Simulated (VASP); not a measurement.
Write the native input for VASP 6.6.1 that does the following.

```yaml
Task: single point
Functional: PBE
Dispersion: D3(BJ)
Potentials_or_basis: VASP PAW PBE potentials, release 64 (Cr_pv, O)
Cutoff: 520 eV
k_mesh: 18 × 18 × 8
Occupations: gaussian, width 0.01 eV
Spin: no spin polarisation
Dipole_correction: no
Further_INCAR_settings: ALGO = Normal; EDIFF = 1e-07; NBANDS = 19
```

The structure of CrO2 lies in POSCAR:

```
CrO2
1.0
    2.6091929735      0.0000000000      0.0000000000
   -1.3045964868      2.2596273984      0.0000000000
    0.0000000000      0.0000000000      5.2634679497
Cr O
1 2
Direct
    0.0000000000      0.0000000000      0.0000000000
    0.3333333333      0.6666666667      0.2196786648
    0.3333333333      0.6666666667      0.7803213352
```

The input as run:

INCAR

```
PREC = Accurate
ENCUT = 520
EDIFF = 1E-7
ISMEAR = 0
SIGMA = 0.01
LREAL = False
LASPH = True
NELM = 60
ALGO = Normal
ISIF = 2
LWAVE = False
LCHARG = False
GGA = PE
IVDW = 12
NBANDS = 19
```

KPOINTS

```
regular mesh
0
Gamma
  18 18 8
```

Potentials or basis: VASP PAW PBE potentials, release 64 (Cr_pv, O).

Command:

```sh
$ cat potpaw_PBE.64/Cr_pv/POTCAR potpaw_PBE.64/O/POTCAR > POTCAR
$ mpirun -np 1 vasp_std > vasp.out
```

Results of the run:

```
Pressure                   : 1.2 GPa
Largest force              : 0.126 eV/Å
Band gap on the k mesh     : 0.20 eV (least direct gap 1.45 eV)
Dispersion energy per atom : -0.168 eV
```

Caveat: an empty level that is flat over the whole mesh can mark a ghost state of the potentials, or a narrow d or f band.

Wall time 110 s on 1 thread of Intel(R) Xeon(R) 6975P-C (Granite Rapids), on a shared host, peak memory 0.22 GiB.
